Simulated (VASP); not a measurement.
Input of a VASP 6.6.1 run:

File INCAR:

```
SYSTEM = MgI2
  ALGO = Normal
  EDIFF = 1E-7
  ENCUT = 520
  GGA = PE
  ISIF = 2
  ISMEAR = 0
  LASPH = .True.
  LCHARG = .False.
  LREAL = .False.
  LWAVE = .False.
  NBANDS = 15
  NELM = 100
  PREC = Accurate
  SIGMA = 0.05
```

Contents of KPOINTS:

```
k-points
0
Gamma
  6 6 4
  0 0 0
```

File POSCAR:

```
MgI2
1.0
    4.1618263529      0.0000000000      0.0000000000
   -2.0809131765      3.6042473478      0.0000000000
    0.0000000000      0.0000000000      7.7274703875
Mg I
1 2
Direct
    0.0000000000      0.0000000000      0.0000000000
    0.3333333333      0.6666666667      0.7705052557
    0.6666666667      0.3333333333      0.2294947443
```

Potentials or basis: VASP PAW PBE potentials, release 64 (Mg, I).

Run with:

```bash
$ cat potpaw_PBE.64/Mg/POTCAR potpaw_PBE.64/I/POTCAR > POTCAR
$ mpirun -np 1 vasp_std > vasp.out
```

(1) Estimate the band gap on the k mesh.

(2) Estimate the pressure.

Results:

(1) 3.36 eV, indirect (least direct gap 3.46 eV).

(2) -0.7 GPa.

Caveat: spin-orbit coupling is left out, which moves the levels of the heavy elements; this functional lacks dispersion, which binds the layers, so the pressure and a relaxed spacing across them are unreliable.
